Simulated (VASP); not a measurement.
# Zn15SbS16 (a cell with a defect) (Wurtzite-4H) in VASP: single point with PBE

Aim: the single point of Zn15SbS16 (a cell with a defect) (Wurtzite-4H) with PBE.

All numbers are computed with VASP 6.6.1; they aren't measurements. Logs are shortened: lines on timing, memory, paths and dates and some standing lists are left out, and cuts for length are marked.

**1. The cell of the first run**

The cell holds a defect, 32 atoms: a = 7.645 Å, b = 7.645 Å, c = 12.520 Å, α = 90.00°, β = 90.00°, γ = 120.00°.

**2. Single point, PBE**

The input, INCAR:

```
PREC = Accurate
ENCUT = 520
EDIFF = 1E-6
ISMEAR = -1
SIGMA = 0.01
LREAL = Auto
LASPH = T
NELM = 100
ALGO = Normal
ISIF = 2
LWAVE = F
LCHARG = F
GGA = PE
NBANDS = 162
NELECT = 280.0
```

The input, KPOINTS:

```
Automatic mesh
0
Gamma
  3 3 2
```

The input, POSCAR:

```
Zn15SbS16
1.0
    7.6453999999      0.0000000000      0.0000000000
   -3.8227000000      6.6211106220      0.0000000000
    0.0000000000      0.0000000000     12.5200000000
Sb Zn S
1 15 16
Direct
    0.0000000000      0.0000000000      0.0024878239
    0.0075607753      0.5037803876      0.0039576103
    0.4962196124     -0.0075607753      0.0039576103
    0.4962196124      0.5037803876      0.0039576103
    0.0000000000      0.0000000000      0.4987319531
   -0.0007246256      0.4996376872      0.4991989557
    0.5003623128      0.0007246256      0.4991989557
    0.5003623128      0.4996376872      0.4991989557
    0.1717498190      0.3434996380      0.2570110382
    0.1717498190      0.8282501810      0.2570110382
    0.6666666667      0.3333333333      0.2520864775
    0.6565003620      0.8282501810      0.2570110382
    0.3369777196      0.1684888598      0.7395458669
    0.3333333333      0.6666666667      0.7470643967
    0.8315111402      0.1684888598      0.7395458669
    0.8315111402      0.6630222804      0.7395458669
    0.0000000000      0.0000000000      0.2130197512
    0.0000511623      0.5000255811      0.1881266094
    0.4999744189     -0.0000511623      0.1881266094
    0.4999744189      0.5000255811      0.1881266094
    0.0000000000      0.0000000000      0.6873551815
    0.0026171374      0.5013085687      0.6849320309
    0.4986914313     -0.0026171374      0.6849320309
    0.4986914313      0.5013085687      0.6849320309
    0.1675165130      0.3350330260      0.4412514222
    0.1675165130      0.8324834870      0.4412514222
    0.6666666667      0.3333333333      0.4376260921
    0.6649669740      0.8324834870      0.4412514222
    0.3649321418      0.1824660709      0.9278977598
    0.3333333333      0.6666666667      0.9358644442
    0.8175339291      0.1824660709      0.9278977598
    0.8175339291      0.6350678582      0.9278977598
```

Potentials or basis: VASP PAW PBE potentials, release 64 (Sb, Zn, S).

Launch:

```
cat potpaw_PBE.64/Sb/POTCAR potpaw_PBE.64/Zn/POTCAR potpaw_PBE.64/S/POTCAR > POTCAR
mpirun -np 1 vasp_std > vasp.out
```

OUTCAR:

```text
PREC = Accurate
   ENCUT = 520
   EDIFF = 1E-6
   ISMEAR = -1
   LREAL = Auto
   LASPH = T
   NELM = 100
   ISIF = 2
   GGA = PE
   NELECT = 280.0

 ion  position               nearest neighbor table
   1  0.000  0.000  0.002-  29 2.59  32 2.59  31 2.59  17 2.64
   2  0.008  0.504  0.004-  18 2.31  30 2.32  31 2.34  32 2.34
   3  0.496  0.992  0.004-  19 2.31  30 2.32  31 2.34  29 2.34
   4  0.496  0.504  0.004-  20 2.31  30 2.32  32 2.34  29 2.34
   5  0.000  0.000  0.499-  28 2.33  25 2.33  26 2.33  21 2.36
   6  0.999  0.500  0.499-  26 2.32  25 2.32  22 2.33  27 2.33
[... 24 lines left out ...]
  31  0.818  0.182  0.928-   3 2.34   2 2.34  15 2.37   1 2.59
  32  0.818  0.635  0.928-   4 2.34   2 2.34  16 2.37   1 2.59

  LATTYP: Found a hexagonal cell.
 ALAT       =     7.6453999999
 C/A-ratio  =     1.6375859994

  Lattice vectors:

 A1 = (   7.6453999999,   0.0000000000,   0.0000000000)
 A2 = (  -3.8227000000,   6.6211106220,   0.0000000000)
 A3 = (   0.0000000000,   0.0000000000,  12.5200000000)

Analysis of symmetry for initial positions (statically):
=====================================================================
 Subroutine PRICEL returns:
 Original cell was already a primitive cell.

 Routine SETGRP: Setting up the symmetry group for a
 hexagonal supercell.

 Subroutine GETGRP returns: Found  6 space group operations
 (whereof  6 operations were pure point group operations)
 out of a pool of 24 trial point group operations.

The static configuration has the point symmetry C_3v.

Analysis of symmetry for dynamics (positions and initial velocities):
=====================================================================
 Subroutine PRICEL returns:
 Original cell was already a primitive cell.

 Routine SETGRP: Setting up the symmetry group for a
 hexagonal supercell.

 Subroutine GETGRP returns: Found  6 space group operations
 (whereof  6 operations were pure point group operations)
 out of a pool of 24 trial point group operations.

The dynamic configuration has the point symmetry C_3v.

 Subroutine INISYM returns: Found  6 space group operations
 (whereof  6 operations are pure point group operations),
 and found     1 'primitive' translations

----------------------------------------------------------------------------------------

                                     Primitive cell

  volume of cell :     633.7754

  direct lattice vectors                    reciprocal lattice vectors
     7.645400000  0.000000000  0.000000000     0.130797604  0.075516032  0.000000000
    -3.822700000  6.621110622  0.000000000     0.000000000  0.151032064  0.000000000
     0.000000000  0.000000000 12.520000000     0.000000000  0.000000000  0.079872204

  length of vectors
     7.645400000  7.645400000 12.520000000     0.151032064  0.151032064  0.079872204

  position of ions in fractional coordinates (direct lattice)
     0.000000000  0.000000000  0.002487824
     0.007560775  0.503780388  0.003957610
     0.496219612  0.992439225  0.003957610
     0.496219612  0.503780388  0.003957610
     0.000000000  0.000000000  0.498731953
     0.999275374  0.499637687  0.499198956
[... 24 lines left out ...]
     0.817533929  0.182466071  0.927897760
     0.817533929  0.635067858  0.927897760

  ion indices of the primitive-cell ions
   primitive index   ion index
                 1           1
                 2           2
                 3           3
                 4           4
                 5           5
                 6           6
[... 24 lines left out ...]
                31          31
                32          32

----------------------------------------------------------------------------------------

 KPOINTS: Automatic mesh

Automatic generation of k-mesh.
 Grid dimensions read from file:
 generate k-points for:    3    3    2

 Generating k-lattice:

  Cartesian coordinates                     Fractional coordinates (reciprocal lattice)
     0.043599201  0.025172011  0.000000000     0.333333333  0.000000000  0.000000000
     0.000000000  0.050344021  0.000000000     0.000000000  0.333333333  0.000000000
     0.000000000  0.000000000  0.039936102     0.000000000  0.000000000  0.500000000

  Length of vectors
     0.050344021  0.050344021  0.039936102

  Shift w.r.t. Gamma in fractional coordinates (k-lattice)
     0.000000000  0.000000000  0.000000000

 Subroutine IBZKPT returns following result:
 ===========================================

 Found      6 irreducible k-points:

 Following reciprocal coordinates:
            Coordinates               Weight
  0.000000  0.000000  0.000000      1.000000
  0.333333  0.000000  0.000000      6.000000
  0.333333  0.333333  0.000000      2.000000
  0.000000  0.000000  0.500000      1.000000
  0.333333  0.000000  0.500000      6.000000
  0.333333  0.333333  0.500000      2.000000
   k-points           NKPTS =      6   k-points in BZ     NKDIM =      6   number of bands    NBANDS=    162
   number of dos      NEDOS =    301   number of ions     NIONS =     32
   total plane-waves  NPLWV = 345600
   dimension x,y,z NGX =    60 NGY =   60 NGZ =   96
   dimension x,y,z NGXF=   120 NGYF=  120 NGZF=  192
   ions per type =               1  15  16
   NGX,Y,Z   is equivalent  to a cutoff of  13.05, 13.05, 12.75 a.u.
   NGXF,Y,Z  is equivalent  to a cutoff of  26.09, 26.09, 25.49 a.u.
 SYSTEM =  unknown system
   PREC   = accura    normal or accurate (medium, high low for compatibility)
   ISTART =      0    job   : 0-new  1-cont  2-samecut
   ICHARG =      2    charge: 1-file 2-atom 10-const
   ISPIN  =      1    spin polarized calculation?
   LNONCOLLINEAR =      F non collinear calculations
   LSORBIT =      F    spin-orbit coupling
   LASPH  =      T    aspherical Exc in radial PAW
   ENCUT  =  520.0 eV  38.22 Ry    6.18 a.u.  14.22 14.22 23.28*2*pi/ulx,y,z
   NELM   =    100;   NELMIN=  2; NELMDL= -5     # of ELM steps
   EDIFF  = 0.1E-05   stopping-criterion for ELM
   LREAL  =      T    real-space projection
   EDIFFG = 0.1E-04   stopping-criterion for IOM
   NSW    =      0    number of steps for IOM
   IBRION =     -1    ionic relax: 0-MD 1-quasi-New 2-CG
   NFREE  =      0    steps in history (QN), initial steepest desc. (CG)
   ISIF   =      2    stress and relaxation
   ISYM   =      2    0-nonsym 1-usesym 2-fastsym
   POTIM  = 0.5000    time-step for ionic-motion
   TEBEG  =    0.0;   TEEND  =   0.0 temperature during run
   PSTRESS=    0.0 pullay stress
   NELECT =     280.0000    total number of electrons
   NUPDOWN=      -1.0000    fix difference up-down
   EMIN   =  10.00;   EMAX   =-10.00  energy-range for DOS
   EFERMI =   0.00;   METHOD = LEGACY
   ISMEAR =    -1;   SIGMA  =   0.01  broadening in eV -4-tet -1-fermi 0-gaus
   EFERMI_NEDOS =   21; number of points for ismear=-14 and -15
   IALGO  =     38    algorithm
   IMIX   =      4    mixing-type and parameters
     AMIX     =   0.40;   BMIX     =  1.00
     AMIX_MAG =   1.60;   BMIX_MAG =  1.00
  volume/ion in A,a.u.               =      19.81       133.65
  Fermi-wavevector in a.u.,A,eV,Ry     =   1.246854  2.356213 21.152239  1.554646
  Thomas-Fermi vector in A             =   2.381013
   LORBIT       =      0    0 simple, 1 ext, 2 COOP (PROOUT), +10 PAW based schemes
   GGA     = PE    functional components
   LHFCALC =     F    Hartree Fock is set to
   AEXX    =    0.0000 exact exchange contribution
   IVDW    =     0    specifies the selected vdW correction
   LEPSILON=     F    determine dielectric tensor
   LRPA    =     F    only Hartree local field effects (RPA)
 non-spin polarized calculation
  energy-cutoff  :      520.00
  volume of cell :      633.78
 maximum number of plane-waves:     17117
 NGX is ok and might be reduce to    60
   NGX = 29   NGY = 29   NGZ = 47

 number of electron     280.0000032 magnetization

 Free energy of the ion-electron system (eV)
  ---------------------------------------------------
  ext. energy  EPLUGINS =         0.00000000
  ---------------------------------------------------
  free energy    TOTEN  =      -113.20869739 eV

  energy without entropy =     -113.20869739  energy(sigma->0) =     -113.20869739

 E-fermi :   3.5024     XC(G=0):  -9.6366

 val. band max:        3.2444556580   @ k =   0.3333   0.3333   0.5000
 cond. band min:       4.6230694821   @ k =   0.0000   0.0000   0.0000
 fundamental gap:      1.3786138241
 Fermi energy:         3.5023970481

 k-point     1 :       0.0000    0.0000    0.0000
  band No.  band energies     occupation
      1     -10.9624      2.00000
      2     -10.4065      2.00000
      3     -10.2984      2.00000
      4      -9.9470      2.00000
      5      -9.9108      2.00000
      6      -9.9108      2.00000
[... 144 lines left out ...]
    151       6.2181      0.00000
    152       6.2181      0.00000

 k-point     2 :       0.3333    0.0000    0.0000
  band No.  band energies     occupation
      1     -10.7738      2.00000
      2     -10.2833      2.00000
      3     -10.2212      2.00000
      4     -10.1412      2.00000
      5      -9.9522      2.00000
      6      -9.9240      2.00000
[... 144 lines left out ...]
    151       6.8152      0.00000
    152       7.0527      0.00000

 k-point     3 :       0.3333    0.3333    0.0000
  band No.  band energies     occupation
      1     -10.5425      2.00000
      2     -10.4019      2.00000
      3     -10.2710      2.00000
      4     -10.0038      2.00000
      5      -9.9686      2.00000
      6      -9.9284      2.00000
[... 144 lines left out ...]
    151       7.2319      0.00000
    152       7.3791      0.00000

 k-point     4 :       0.0000    0.0000    0.5000
  band No.  band energies     occupation
      1     -10.9396      2.00000
      2     -10.5550      2.00000
      3     -10.1114      2.00000
      4      -9.9118      2.00000
      5      -9.9055      2.00000
      6      -9.9055      2.00000
[... 144 lines left out ...]
    151       6.3193      0.00000
    152       6.3194      0.00000

 k-point     5 :       0.3333    0.0000    0.5000
  band No.  band energies     occupation
      1     -10.7536      2.00000
      2     -10.3844      2.00000
      3     -10.2368      2.00000
      4      -9.9990      2.00000
      5      -9.9714      2.00000
      6      -9.9169      2.00000
[... 144 lines left out ...]
    151       6.8056      0.00000
    152       6.9420      0.00000

 k-point     6 :       0.3333    0.3333    0.5000
  band No.  band energies     occupation
      1     -10.5298      2.00000
      2     -10.3875      2.00000
      3     -10.2330      2.00000
      4     -10.1102      2.00000
      5     -10.0834      2.00000
      6     -10.0658      2.00000
[... 144 lines left out ...]
    151       7.2674      0.00000
    152       7.5544      0.00000
 [bands above 152 left out]

------------------------ aborting loop because EDIFF is reached ----------------------------------------

  FORCE on cell =-STRESS in cart. coord.  units (eV):
  Direction    XX          YY          ZZ          XY          YZ          ZX
  --------------------------------------------------------------------------------------
  -------------------------------------------------------------------------------------
  Total        5.8953454      5.8953454      7.1830425     -0.0000000      0.0000000     -0.0000000
  in kB       14.9033689     14.9033689     18.1586531     -0.0000000      0.0000000     -0.0000000
  external PRESSURE =      15.9884637 kB  Pullay stress =       0.0000000 kB

 VOLUME and BASIS-vectors are now :
 -----------------------------------------------------------------------------
  energy-cutoff  :      520.00
  volume of cell :      633.78
      direct lattice vectors                 reciprocal lattice vectors
     7.645400000  0.000000000  0.000000000     0.130797604  0.075516032  0.000000000
    -3.822700000  6.621110622  0.000000000     0.000000000  0.151032064  0.000000000
     0.000000000  0.000000000 12.520000000     0.000000000  0.000000000  0.079872204

 POSITION                                       TOTAL-FORCE (eV/Angst)
 -----------------------------------------------------------------------------------
      0.00000      0.00000      0.03115         0.000000      0.000000      0.015054
     -1.86800      3.33559      0.04955        -0.001408     -0.000813     -0.003545
      0.00000      6.57105      0.04955        -0.000000      0.001626     -0.003545
      1.86800      3.33559      0.04955         0.001408     -0.000813     -0.003545
      0.00000      0.00000      6.24412         0.000000      0.000000     -0.008665
      5.72989      3.30816      6.24997        -0.003417     -0.001973     -0.002555
[... 24 lines left out ...]
      5.55286      1.20813     11.61728         0.008839     -0.005103      0.006301
      3.82270      4.20485     11.61728        -0.000000      0.010206      0.006301
 -----------------------------------------------------------------------------------
    total drift:                               -0.000015      0.000006     -0.001811

  FREE ENERGIE OF THE ION-ELECTRON SYSTEM (eV)
  ---------------------------------------------------
  free  energy   TOTEN  =      -113.2086973911 eV

  energy  without entropy=     -113.2086973911  energy(sigma->0) =     -113.20869739
```

Run time: 28 min. Hardware: 1 thread of Intel Xeon Platinum 8488C (Sapphire Rapids), shared host; peak memory 0.92 GiB.

What came out:

```yaml
Free_energy: -113.2087 eV
Largest_force: 0.018 eV/Å
```

Forces on the atoms (eV/Å):
```
Sb   0.000  0.000  0.015
Zn  -0.001 -0.001 -0.004
Zn   0.000  0.002 -0.004
Zn   0.001 -0.001 -0.004
Zn   0.000  0.000 -0.009
Zn  -0.003 -0.002 -0.003
Zn   0.000  0.004 -0.003
Zn   0.003 -0.002 -0.003
Zn   0.000  0.003 -0.005
Zn   0.003 -0.002 -0.005
Zn   0.000  0.000 -0.001
Zn  -0.003 -0.002 -0.005
Zn  -0.003 -0.002  0.001
Zn   0.000  0.000  0.002
Zn   0.003 -0.002  0.001
Zn   0.000  0.004  0.001
S    0.000  0.000 -0.018
S   -0.003 -0.001  0.004
S    0.000  0.003  0.004
S    0.003 -0.001  0.004
S    0.000  0.000  0.001
S   -0.004 -0.002  0.002
S    0.000  0.004  0.002
S    0.004 -0.002  0.002
S    0.000 -0.006  0.003
S   -0.005  0.003  0.003
S    0.000  0.000  0.003
S    0.005  0.003  0.003
S   -0.009 -0.005  0.006
S    0.000  0.000 -0.011
S    0.009 -0.005  0.006
S    0.000  0.010  0.006
```

Caveat: the cell carries a net charge on a neutralising background, which shifts energy and pressure; the cell is charged against a uniform background, so pressure and absolute levels hang on convention; spin-orbit coupling is left out, which moves the levels of the heavy elements.
